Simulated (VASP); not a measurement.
# NbTc (Cmmm) in VASP: notebook

The runs below take NbTc through single point, relaxation of cell and atoms, with LDA.

All numbers are computed with VASP 6.6.1; they aren't measurements. Logs are shortened: lines on timing, memory, paths and dates and some standing lists are left out, and cuts for length are marked.

## Step 1: The cell of the first run

It takes space group Cmmm (No. 65, orthorhombic). The conventional cell has a = 3.123 Å, b = 4.500 Å, c = 4.340 Å, α = 90.00°, β = 90.00°, γ = 90.00°. Nb (site symmetry mmm) has 8 Tc at 2.67 to 3.13 Å and 6 Nb at 2.74 to 3.12 Å within 3.5 Å. Within 3.5 Å of Tc (site symmetry mmm) lie 8 Nb at 2.67 to 3.13 Å and 6 Tc at 2.74 to 3.12 Å.

## Step 2: Single point, LDA

INCAR

```
  PREC = Accurate
  ENCUT = 520
  EDIFF = 1E-7
  ISMEAR = 0
  SIGMA = 0.1
  LREAL = False
  LASPH = True
  NELM = 100
  ALGO = Normal
  ISIF = 2
  LWAVE = False
  LCHARG = True
  GGA = CA
  LELF = True
  LVHAR = True
  NBANDS = 20
```

KPOINTS

```
Automatic mesh
0
Gamma
  11 11 7
```

POSCAR

```
NbTc
1.0
    1.5613836159     -2.2499716464      0.0000000000
    1.5613836159      2.2499716464      0.0000000000
    0.0000000000      0.0000000000      4.3396007723
Nb Tc
1 1
Direct
    0.0000000000      0.0000000000      0.0000000000
    0.5000000000      0.5000000000      0.5000000000
```

Potentials or basis: VASP PAW LDA potentials, release 64 (Nb_sv, Tc_pv).

The run is started by

```sh
cat potpaw_LDA.64/Nb_sv/POTCAR potpaw_LDA.64/Tc_pv/POTCAR > POTCAR
mpirun -np 1 vasp_std > vasp.out
```

OUTCAR:

```text
PREC = Accurate
   ENCUT = 520
   EDIFF = 1E-7
   ISMEAR = 0
   LREAL = False
   LASPH = True
   NELM = 100
   ISIF = 2
   GGA = CA

 ion  position               nearest neighbor table
   1  0.000  0.000  0.000-   2 2.67   2 2.67   2 2.67   2 2.67   2 3.13   2 3.13   2 3.13   2 3.13

   2  0.500  0.500  0.500-   1 2.67   1 2.67   1 2.67   1 2.67   1 3.13   1 3.13   1 3.13   1 3.13

  LATTYP: Found a base centered orthorhombic cell.
 ALAT       =     3.1227672318
 B/A-ratio  =     1.4410114359
 C/A-ratio  =     1.3896651432

  Lattice vectors:

 A1 = (   1.5613836159,  -2.2499716464,   0.0000000000)
 A2 = (   1.5613836159,   2.2499716464,   0.0000000000)
 A3 = (   0.0000000000,   0.0000000000,   4.3396007723)

Analysis of symmetry for initial positions (statically):
=====================================================================
 Subroutine PRICEL returns:
 Original cell was already a primitive cell.

 Routine SETGRP: Setting up the symmetry group for a
 base centered orthorhombic supercell.

 Subroutine GETGRP returns: Found  8 space group operations
 (whereof  8 operations were pure point group operations)
 out of a pool of  8 trial point group operations.

The static configuration has the point symmetry D_2h.

Analysis of symmetry for dynamics (positions and initial velocities):
=====================================================================
 Subroutine PRICEL returns:
 Original cell was already a primitive cell.

 Routine SETGRP: Setting up the symmetry group for a
 base centered orthorhombic supercell.

 Subroutine GETGRP returns: Found  8 space group operations
 (whereof  8 operations were pure point group operations)
 out of a pool of  8 trial point group operations.

The dynamic configuration has the point symmetry D_2h.

 Subroutine INISYM returns: Found  8 space group operations
 (whereof  8 operations are pure point group operations),
 and found     1 'primitive' translations

----------------------------------------------------------------------------------------

                                     Primitive cell

  volume of cell :      30.4906

  direct lattice vectors                    reciprocal lattice vectors
     1.561383616 -2.249971646  0.000000000     0.320228799 -0.222225023  0.000000000
     1.561383616  2.249971646  0.000000000     0.320228799  0.222225023  0.000000000
     0.000000000  0.000000000  4.339600772     0.000000000  0.000000000  0.230435944

  length of vectors
     2.738665954  2.738665954  4.339600772     0.389782560  0.389782560  0.230435944

  position of ions in fractional coordinates (direct lattice)
     0.000000000  0.000000000  0.000000000
     0.500000000  0.500000000  0.500000000

  ion indices of the primitive-cell ions
   primitive index   ion index
                 1           1
                 2           2

----------------------------------------------------------------------------------------

 KPOINTS: Automatic mesh

Automatic generation of k-mesh.
 Grid dimensions read from file:
 generate k-points for:   11   11    7

 Generating k-lattice:

  Cartesian coordinates                     Fractional coordinates (reciprocal lattice)
     0.029111709 -0.020202275  0.000000000     0.090909091  0.000000000  0.000000000
     0.029111709  0.020202275  0.000000000     0.000000000  0.090909091  0.000000000
     0.000000000  0.000000000  0.032919421     0.000000000  0.000000000  0.142857143

  Length of vectors
     0.035434778  0.035434778  0.032919421

  Shift w.r.t. Gamma in fractional coordinates (k-lattice)
     0.000000000  0.000000000  0.000000000

 Subroutine IBZKPT returns following result:
 ===========================================

 Found    144 irreducible k-points:

 Following reciprocal coordinates:
            Coordinates               Weight
  0.000000  0.000000  0.000000      1.000000
  0.090909 -0.000000  0.000000      4.000000
  0.181818 -0.000000  0.000000      4.000000
  0.272727 -0.000000  0.000000      4.000000
  0.363636 -0.000000  0.000000      4.000000
  0.454545 -0.000000  0.000000      4.000000
[... 16 lines left out ...]
 -0.272727  0.181818  0.000000      4.000000
 -0.181818  0.181818  0.000000      2.000000
 [... further k-points ...]
   k-points           NKPTS =    144   k-points in BZ     NKDIM =    144   number of bands    NBANDS=     20
   number of dos      NEDOS =    301   number of ions     NIONS =      2
   total plane-waves  NPLWV =  12800
   dimension x,y,z NGX =    20 NGY =   20 NGZ =   32
   dimension x,y,z NGXF=    40 NGYF=   40 NGZF=   64
   ions per type =               1   1
   NGX,Y,Z   is equivalent  to a cutoff of  12.14, 12.14, 12.26 a.u.
   NGXF,Y,Z  is equivalent  to a cutoff of  24.28, 24.28, 24.52 a.u.
 SYSTEM =  unknown system
   PREC   = accura    normal or accurate (medium, high low for compatibility)
   ISTART =      0    job   : 0-new  1-cont  2-samecut
   ICHARG =      2    charge: 1-file 2-atom 10-const
   ISPIN  =      1    spin polarized calculation?
   LNONCOLLINEAR =      F non collinear calculations
   LSORBIT =      F    spin-orbit coupling
   LASPH  =      T    aspherical Exc in radial PAW
   ENCUT  =  520.0 eV  38.22 Ry    6.18 a.u.   5.09  5.09  8.07*2*pi/ulx,y,z
   NELM   =    100;   NELMIN=  2; NELMDL= -5     # of ELM steps
   EDIFF  = 0.1E-06   stopping-criterion for ELM
   LREAL  =      F    real-space projection
   EDIFFG = 0.1E-05   stopping-criterion for IOM
   NSW    =      0    number of steps for IOM
   IBRION =     -1    ionic relax: 0-MD 1-quasi-New 2-CG
   NFREE  =      0    steps in history (QN), initial steepest desc. (CG)
   ISIF   =      2    stress and relaxation
   ISYM   =      2    0-nonsym 1-usesym 2-fastsym
   POTIM  = 0.5000    time-step for ionic-motion
   TEBEG  =    0.0;   TEEND  =   0.0 temperature during run
   PSTRESS=    0.0 pullay stress
   NELECT =      26.0000    total number of electrons
   NUPDOWN=      -1.0000    fix difference up-down
   EMIN   =  10.00;   EMAX   =-10.00  energy-range for DOS
   EFERMI =   0.00;   METHOD = LEGACY
   ISMEAR =     0;   SIGMA  =   0.10  broadening in eV -4-tet -1-fermi 0-gaus
   EFERMI_NEDOS =   21; number of points for ismear=-14 and -15
   IALGO  =     38    algorithm
   IMIX   =      4    mixing-type and parameters
     AMIX     =   0.40;   BMIX     =  1.00
     AMIX_MAG =   1.60;   BMIX_MAG =  1.00
  volume/ion in A,a.u.               =      15.25       102.88
  Fermi-wavevector in a.u.,A,eV,Ry     =   1.552424  2.933657 32.790335  2.410022
  Thomas-Fermi vector in A             =   2.656802
   LORBIT       =      0    0 simple, 1 ext, 2 COOP (PROOUT), +10 PAW based schemes
   GGA     = CA    functional components
   LHFCALC =     F    Hartree Fock is set to
   AEXX    =    0.0000 exact exchange contribution
   IVDW    =     0    specifies the selected vdW correction
   LEPSILON=     F    determine dielectric tensor
   LRPA    =     F    only Hartree local field effects (RPA)
 non-spin polarized calculation
 Gauss-broadening in eV      SIGMA  =   0.10
  energy-cutoff  :      520.00
  volume of cell :       30.49
 maximum number of plane-waves:       842
   NGX = 11   NGY = 11   NGZ = 17

 number of electron      26.0000001 magnetization

 Free energy of the ion-electron system (eV)
  ---------------------------------------------------
  ext. energy  EPLUGINS =         0.00000000
  ---------------------------------------------------
  free energy    TOTEN  =       -23.24716667 eV

  energy without entropy =      -23.23849899  energy(sigma->0) =      -23.24283283

 E-fermi :  12.9907     XC(G=0): -13.6375

 val. band max:       12.9842570721   @ k =   0.1818   0.1818   0.0000
 cond. band min:      13.0009823280   @ k =  -0.1818   0.0909   0.2857
 fundamental gap:      0.0167252560
 Fermi energy:        12.9906619727

 k-point     1 :       0.0000    0.0000    0.0000
  band No.  band energies     occupation
      1     -41.5168      2.00000
      2     -25.9976      2.00000
      3     -25.6308      2.00000
      4     -25.4412      2.00000
      5     -17.7482      2.00000
      6     -17.0724      2.00000
[... 12 lines left out ...]
     19      18.6853      0.00000
     20      24.7783      0.00000

 k-point     2 :       0.0909   -0.0000    0.0000
  band No.  band energies     occupation
      1     -41.5004      2.00000
      2     -25.9863      2.00000
      3     -25.6630      2.00000
      4     -25.4701      2.00000
      5     -17.7421      2.00000
      6     -17.1532      2.00000
[... 12 lines left out ...]
     19      19.3329      0.00000
     20      25.1986      0.00000

 k-point     3 :       0.1818   -0.0000    0.0000
  band No.  band energies     occupation
      1     -41.4561      2.00000
      2     -25.9560      2.00000
      3     -25.7802      2.00000
      4     -25.5145      2.00000
      5     -17.7255      2.00000
      6     -17.4424      2.00000
[... 12 lines left out ...]
     19      20.9513      0.00000
     20      24.6844      0.00000

 k-point     4 :       0.2727   -0.0000    0.0000
  band No.  band energies     occupation
      1     -41.3973      2.00000
      2     -25.9619      2.00000
      3     -25.9159      2.00000
      4     -25.5403      2.00000
      5     -17.8506      2.00000
      6     -17.7038      2.00000
[... 12 lines left out ...]
     19      22.9226      0.00000
     20      23.8433      0.00000

 k-point     5 :       0.3636   -0.0000    0.0000
  band No.  band energies     occupation
      1     -41.3426      2.00000
      2     -26.1340      2.00000
      3     -25.8789      2.00000
      4     -25.5548      2.00000
      5     -18.2188      2.00000
      6     -17.6838      2.00000
[... 12 lines left out ...]
     19      23.0060      0.00000
     20      23.9813      0.00000
[... 353 lines left out ...]
      6     -17.6069      2.00000
[... 12 lines left out ...]
     19      22.2251      0.00000
     20      24.6059      0.00000

 k-point    22 :      -0.3636    0.1818    0.0000
  band No.  band energies     occupation
      1     -41.3129      2.00000
      2     -26.0718      2.00000
      3     -25.8821      2.00000
      4     -25.7078      2.00000
      5     -18.0697      2.00000
      6     -17.6129      2.00000
[... 12 lines left out ...]
     19      23.7746      0.00000
     20      24.0384      0.00000

 k-point    23 :      -0.2727    0.1818    0.0000
  band No.  band energies     occupation
      1     -41.3661      2.00000
      2     -25.9165      2.00000
      3     -25.8950      2.00000
      4     -25.7036      2.00000
      5     -17.7053      2.00000
      6     -17.6368      2.00000
[... 12 lines left out ...]
     19      21.6293      0.00000
     20      24.6160      0.00000

 k-point    24 :      -0.1818    0.1818    0.0000
  band No.  band energies     occupation
      1     -41.4174      2.00000
      2     -25.9456      2.00000
      3     -25.7291      2.00000
      4     -25.6933      2.00000
      5     -17.6706      2.00000
      6     -17.3356      2.00000
[... 12 lines left out ...]
     19      20.0203      0.00000
     20      25.1090      0.00000

 [... further k-points ...]
[... 5 lines left out ...]
  --------------------------------------------------------------------------------------
  -------------------------------------------------------------------------------------
  Total        0.3815822      0.3776254      0.3913803      0.0000000      0.0000000      0.0000000
  in kB       20.0508273     19.8429084     20.5656831      0.0000000      0.0000000      0.0000000
  external PRESSURE =      20.1531396 kB  Pullay stress =       0.0000000 kB

 VOLUME and BASIS-vectors are now :
 -----------------------------------------------------------------------------
  energy-cutoff  :      520.00
  volume of cell :       30.49
      direct lattice vectors                 reciprocal lattice vectors
     1.561383616 -2.249971646  0.000000000     0.320228799 -0.222225023  0.000000000
     1.561383616  2.249971646  0.000000000     0.320228799  0.222225023  0.000000000
     0.000000000  0.000000000  4.339600772     0.000000000  0.000000000  0.230435944

 POSITION                                       TOTAL-FORCE (eV/Angst)
 -----------------------------------------------------------------------------------
      0.00000      0.00000      0.00000        -0.000000      0.000000      0.000000
      1.56138      0.00000      2.16980         0.000000     -0.000000      0.000000
 -----------------------------------------------------------------------------------
    total drift:                                0.000000      0.000000      0.000000

  FREE ENERGIE OF THE ION-ELECTRON SYSTEM (eV)
  ---------------------------------------------------
  free  energy   TOTEN  =       -23.2471666687 eV

  energy  without entropy=      -23.2384989852  energy(sigma->0) =      -23.24283283
```

It took 68 s on 1 thread of Oxide Virtual Turin-like, shared host; peak memory 0.16 GiB.

Results:

```yaml
Free_energy: -23.2472 eV
Pressure: 2.0 GPa
Band_gap_on_the_k_mesh: zero (bands 13 and 14 overlap by 2.80 eV)
```

(Part 1 of 2 ends here.)
